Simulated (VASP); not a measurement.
# Ti (P6_3/mmc) in VASP: a series of runs, part 2 of 2

VASP 6.6.1. The steps go on from the part before.

## (3) Single point, LDA

INCAR

```
SYSTEM = Ti
ALGO = Fast
EDIFF = 1E-6
ENCUT = 520
ISIF = 2
ISMEAR = 0
LASPH = .True.
LCHARG = .True.
LELF = .True.
LREAL = .False.
LVHAR = .True.
LWAVE = .False.
NBANDS = 19
NELM = 80
PREC = Accurate
SIGMA = 0.1
```

KPOINTS

```
k-points
0
Gamma
  15 15 8
  0 0 0
```

POSCAR

```
Ti
1.0
    2.8656338610      0.0000000000      0.0000000000
   -1.4328169305      2.4817117216      0.0000000000
    0.0000000000      0.0000000000      4.5275912432
Ti
2
Direct
    0.3333333333      0.6666666667      0.2500000000
    0.6666666667      0.3333333333      0.7500000000
```

Potentials or basis: VASP PAW LDA potentials, release 64 (Ti_sv).

On the command line:

```
cat potpaw_LDA.64/Ti_sv/POTCAR > POTCAR
mpirun -np 1 vasp_std > vasp.out
```

OUTCAR:

```text
SYSTEM = Ti
   EDIFF = 1E-6
   ENCUT = 520
   ISIF = 2
   ISMEAR = 0
   LASPH = .True.
   LREAL = .False.
   NELM = 80
   PREC = Accurate

 ion  position               nearest neighbor table
   1  0.333  0.667  0.250-   2 2.80   2 2.80   2 2.80   2 2.80   2 2.80   2 2.80
   2  0.667  0.333  0.750-   1 2.80   1 2.80   1 2.80   1 2.80   1 2.80   1 2.80

  LATTYP: Found a hexagonal cell.
 ALAT       =     2.8656338610
 C/A-ratio  =     1.5799615243

  Lattice vectors:

 A1 = (   2.8656338610,   0.0000000000,   0.0000000000)
 A2 = (  -1.4328169305,   2.4817117216,   0.0000000000)
 A3 = (   0.0000000000,   0.0000000000,   4.5275912432)

Analysis of symmetry for initial positions (statically):
=====================================================================
 Subroutine PRICEL returns:
 Original cell was already a primitive cell.

 Routine SETGRP: Setting up the symmetry group for a
 hexagonal supercell.

 Subroutine GETGRP returns: Found 24 space group operations
 (whereof 12 operations were pure point group operations)
 out of a pool of 24 trial point group operations.

The static configuration has the point symmetry D_3d.
 The point group associated with its full space group is D_6h.

Analysis of symmetry for dynamics (positions and initial velocities):
=====================================================================
 Subroutine PRICEL returns:
 Original cell was already a primitive cell.

 Routine SETGRP: Setting up the symmetry group for a
 hexagonal supercell.

 Subroutine GETGRP returns: Found 24 space group operations
 (whereof 12 operations were pure point group operations)
 out of a pool of 24 trial point group operations.

The dynamic configuration has the point symmetry D_3d.
 The point group associated with its full space group is D_6h.

 Subroutine INISYM returns: Found 24 space group operations
 (whereof 12 operations are pure point group operations),
 and found     1 'primitive' translations

----------------------------------------------------------------------------------------

                                     Primitive cell

  volume of cell :      32.1988

  direct lattice vectors                    reciprocal lattice vectors
     2.865633861  0.000000000  0.000000000     0.348962934  0.201473844  0.000000000
    -1.432816931  2.481711722  0.000000000     0.000000000  0.402947688  0.000000000
     0.000000000  0.000000000  4.527591243     0.000000000  0.000000000  0.220867995

  length of vectors
     2.865633861  2.865633861  4.527591243     0.402947688  0.402947688  0.220867995

  position of ions in fractional coordinates (direct lattice)
     0.333333333  0.666666667  0.250000000
     0.666666667  0.333333333  0.750000000

  ion indices of the primitive-cell ions
   primitive index   ion index
                 1           1
                 2           2

----------------------------------------------------------------------------------------

 KPOINTS: k-points

Automatic generation of k-mesh.
 Grid dimensions read from file:
 generate k-points for:   15   15    8

 Generating k-lattice:

  Cartesian coordinates                     Fractional coordinates (reciprocal lattice)
     0.023264196  0.013431590  0.000000000     0.066666667  0.000000000  0.000000000
     0.000000000  0.026863179  0.000000000     0.000000000  0.066666667  0.000000000
     0.000000000  0.000000000  0.027608499     0.000000000  0.000000000  0.125000000

  Length of vectors
     0.026863179  0.026863179  0.027608499

  Shift w.r.t. Gamma in fractional coordinates (k-lattice)
     0.000000000  0.000000000  0.000000000

 Subroutine IBZKPT returns following result:
 ===========================================

 Found    135 irreducible k-points:

 Following reciprocal coordinates:
            Coordinates               Weight
  0.000000  0.000000  0.000000      1.000000
  0.066667  0.000000  0.000000      6.000000
  0.133333  0.000000  0.000000      6.000000
  0.200000  0.000000  0.000000      6.000000
  0.266667  0.000000  0.000000      6.000000
  0.333333  0.000000  0.000000      6.000000
[... 16 lines left out ...]
  0.333333  0.200000  0.000000     12.000000
  0.400000  0.200000  0.000000      6.000000
 [... further k-points ...]
   k-points           NKPTS =    135   k-points in BZ     NKDIM =    135   number of bands    NBANDS=     19
   number of dos      NEDOS =    301   number of ions     NIONS =      2
   total plane-waves  NPLWV =  20736
   dimension x,y,z NGX =    24 NGY =   24 NGZ =   36
   dimension x,y,z NGXF=    48 NGYF=   48 NGZF=   72
   ions per type =               2
   NGX,Y,Z   is equivalent  to a cutoff of  13.92, 13.92, 13.22 a.u.
   NGXF,Y,Z  is equivalent  to a cutoff of  27.85, 27.85, 26.44 a.u.
 SYSTEM =  Ti
   PREC   = accura    normal or accurate (medium, high low for compatibility)
   ISTART =      0    job   : 0-new  1-cont  2-samecut
   ICHARG =      2    charge: 1-file 2-atom 10-const
   ISPIN  =      1    spin polarized calculation?
   LNONCOLLINEAR =      F non collinear calculations
   LSORBIT =      F    spin-orbit coupling
   LASPH  =      T    aspherical Exc in radial PAW
   ENCUT  =  520.0 eV  38.22 Ry    6.18 a.u.   5.33  5.33  8.42*2*pi/ulx,y,z
   NELM   =     80;   NELMIN=  2; NELMDL= -5     # of ELM steps
   EDIFF  = 0.1E-05   stopping-criterion for ELM
   LREAL  =      F    real-space projection
   EDIFFG = 0.1E-04   stopping-criterion for IOM
   NSW    =      0    number of steps for IOM
   IBRION =     -1    ionic relax: 0-MD 1-quasi-New 2-CG
   NFREE  =      0    steps in history (QN), initial steepest desc. (CG)
   ISIF   =      2    stress and relaxation
   ISYM   =      2    0-nonsym 1-usesym 2-fastsym
   POTIM  = 0.5000    time-step for ionic-motion
   TEBEG  =    0.0;   TEEND  =   0.0 temperature during run
   PSTRESS=    0.0 pullay stress
   NELECT =      24.0000    total number of electrons
   NUPDOWN=      -1.0000    fix difference up-down
   EMIN   =  10.00;   EMAX   =-10.00  energy-range for DOS
   EFERMI =   0.00;   METHOD = LEGACY
   ISMEAR =     0;   SIGMA  =   0.10  broadening in eV -4-tet -1-fermi 0-gaus
   EFERMI_NEDOS =   21; number of points for ismear=-14 and -15
   IALGO  =     68    algorithm
   IMIX   =      4    mixing-type and parameters
     AMIX     =   0.40;   BMIX     =  1.00
     AMIX_MAG =   1.60;   BMIX_MAG =  1.00
  volume/ion in A,a.u.               =      16.10       108.64
  Fermi-wavevector in a.u.,A,eV,Ry     =   1.484336  2.804988 29.977074  2.203253
  Thomas-Fermi vector in A             =   2.597885
   LORBIT       =      0    0 simple, 1 ext, 2 COOP (PROOUT), +10 PAW based schemes
   GGA     = CA    functional components
   LHFCALC =     F    Hartree Fock is set to
   AEXX    =    0.0000 exact exchange contribution
   IVDW    =     0    specifies the selected vdW correction
   LEPSILON=     F    determine dielectric tensor
   LRPA    =     F    only Hartree local field effects (RPA)
 non-spin polarized calculation
 RMM-DIIS sequential band-by-band and
 Gauss-broadening in eV      SIGMA  =   0.10
  energy-cutoff  :      520.00
  volume of cell :       32.20
 maximum number of plane-waves:       887
 NGX is ok and might be reduce to    24
   NGX = 11   NGY = 11   NGZ = 17

 number of electron      24.0000002 magnetization

 Free energy of the ion-electron system (eV)
  ---------------------------------------------------
  ext. energy  EPLUGINS =         0.00000000
  ---------------------------------------------------
  free energy    TOTEN  =       -17.10474759 eV

  energy without entropy =      -17.09479408  energy(sigma->0) =      -17.09977083

 E-fermi :   8.9312     XC(G=0): -12.1525

 val. band max:        8.9305861305   @ k =   0.4000   0.2000   0.5000
 cond. band min:       8.9381958731   @ k =   0.2667   0.2000   0.3750
 fundamental gap:      0.0076097426
 Fermi energy:         8.9312354067

 k-point     1 :       0.0000    0.0000    0.0000
  band No.  band energies     occupation
      1     -47.1319      2.00000
      2     -46.9342      2.00000
      3     -24.2124      2.00000
      4     -23.3743      2.00000
      5     -23.3743      2.00000
      6     -23.2765      2.00000
[... 11 lines left out ...]
     18      10.6167      0.00000
     19      12.3386      0.00000

 k-point     2 :       0.0667    0.0000    0.0000
  band No.  band energies     occupation
      1     -47.1257      2.00000
      2     -46.9318      2.00000
      3     -24.1996      2.00000
      4     -23.4009      2.00000
      5     -23.3833      2.00000
      6     -23.2820      2.00000
[... 476 lines left out ...]
 k-point    24 :       0.4000    0.2000    0.0000
  band No.  band energies     occupation
      1     -46.9433      2.00000
      2     -46.9034      2.00000
      3     -23.9333      2.00000
      4     -23.7725      2.00000
      5     -23.7439      2.00000
      6     -23.6718      2.00000
[... 11 lines left out ...]
     18      12.6002      0.00000
     19      14.4434      0.00000

 [... further k-points ...]
[... 5 lines left out ...]
  --------------------------------------------------------------------------------------
  -------------------------------------------------------------------------------------
  Total       -0.0868392     -0.0868392     -0.0815427      0.0000000      0.0000000     -0.0000000
  in kB       -4.3210301     -4.3210301     -4.0574825      0.0000000      0.0000000     -0.0000000
  external PRESSURE =      -4.2331809 kB  Pullay stress =       0.0000000 kB

 VOLUME and BASIS-vectors are now :
 -----------------------------------------------------------------------------
  energy-cutoff  :      520.00
  volume of cell :       32.20
      direct lattice vectors                 reciprocal lattice vectors
     2.865633861  0.000000000  0.000000000     0.348962934  0.201473844  0.000000000
    -1.432816931  2.481711722  0.000000000     0.000000000  0.402947688  0.000000000
     0.000000000  0.000000000  4.527591243     0.000000000  0.000000000  0.220867995

 POSITION                                       TOTAL-FORCE (eV/Angst)
 -----------------------------------------------------------------------------------
     -0.00000      1.65447      1.13190        -0.000000     -0.000000      0.000000
      1.43282      0.82724      3.39569         0.000000      0.000000      0.000000
 -----------------------------------------------------------------------------------
    total drift:                               -0.000000      0.000000     -0.000000

  FREE ENERGIE OF THE ION-ELECTRON SYSTEM (eV)
  ---------------------------------------------------
  free  energy   TOTEN  =       -17.1047475896 eV

  energy  without entropy=      -17.0947940778  energy(sigma->0) =      -17.09977083
```

Run time: 4 min. Hardware: 1 thread of AMD EPYC 9R45 (Zen 5), shared host; peak memory 0.15 GiB.

What came out:

```
Free energy            : -17.1047 eV
Pressure               : -0.4 GPa
Band gap on the k mesh : zero (band 12 reaches 9.73 eV, above the bottom of band 13 at 8.66 eV)
```

Levels at points of the mesh, in eV from the Fermi level:
```tsv
k point	band 9	band 10	band 11	band 12	band 13	band 14	band 15	band 16
(0.00, 0.00, 0.00)	-6.30	-2.88	0.77	0.77	0.92	1.12	1.33	1.33
(0.00, 0.00, 0.50)	-4.34	-4.34	0.08	0.08	0.66	0.66	0.66	0.66
```

## (4) Single point, LDA

This run uses another cell than the first one, of 16.15 Å³/atom, 1.004 times its volume.

INCAR

```
SYSTEM = Ti
ALGO = Fast
EDIFF = 1E-6
ENCUT = 520
GGA = CA
ISIF = 2
ISMEAR = -1
LASPH = .True.
LCHARG = .False.
LREAL = .False.
LWAVE = .False.
NBANDS = 19
NELM = 60
PREC = Accurate
SIGMA = 0.15
```

KPOINTS is that of step 3.

POSCAR

```
Ti
1.0
    2.8646886727      0.0000000000      0.0000000000
   -1.4323443363      2.4808931645      0.0000000000
    0.0000000000      0.0000000000      4.5456602263
Ti
2
Direct
    0.3333333333      0.6666666667      0.2500000000
    0.6666666667      0.3333333333      0.7500000000
```

On the command line:

```
cat potpaw_LDA.64/Ti_sv/POTCAR > POTCAR
mpirun -np 1 vasp_std > vasp.out
```

It took 3.5 min on 1 thread of AMD EPYC 9R45 (Zen 5), shared host; peak memory 0.14 GiB.

It converged, with:

- Free energy: -17.1831 eV
- Pressure: -0.3 GPa
- Band gap on the k mesh: zero (band 12 reaches 9.67 eV, above the bottom of band 13 at 8.62 eV)

Levels at points of the mesh, in eV from the Fermi level:
| k point | band 10 | band 11 | band 12 | band 13 | band 14 | band 15 |
| --- | --- | --- | --- | --- | --- | --- |
| (0.00, 0.00, 0.00) | -2.81 | 0.83 | 0.83 | 0.97 | 1.14 | 1.38 |
| (0.00, 0.00, 0.50) | -4.29 | 0.14 | 0.14 | 0.73 | 0.73 | 0.73 |

## (5) Summary

| cell | k mesh | smearing | gap on the mesh (eV) | pressure (GPa) |
| --- | --- | --- | --- | --- |
| a = 2.867, b = 2.867, c = 4.520 Å, angles 90.0, 90.0, 120.0°, 2 atoms | 9 × 9 × 4 | gaussian 0.1 eV | none | -0.1 |
| a = 2.866, b = 2.866, c = 4.528 Å, angles 90.0, 90.0, 120.0°, 2 atoms | 15 × 15 × 8 | gaussian 0.1 eV | none | -0.4 |
| a = 2.865, b = 2.865, c = 4.546 Å, angles 90.0, 90.0, 120.0°, 2 atoms | 15 × 15 × 8 | fermi-dirac 0.15 eV | none | -0.3 |

Alike in all rows: task single point; level LDA; potentials or basis VASP PAW LDA potentials, release 64 (Ti_sv); no spin polarisation; cutoff (eV) 520.

Total energies depend on the potentials used, so only differences within one code and one set of settings carry meaning.
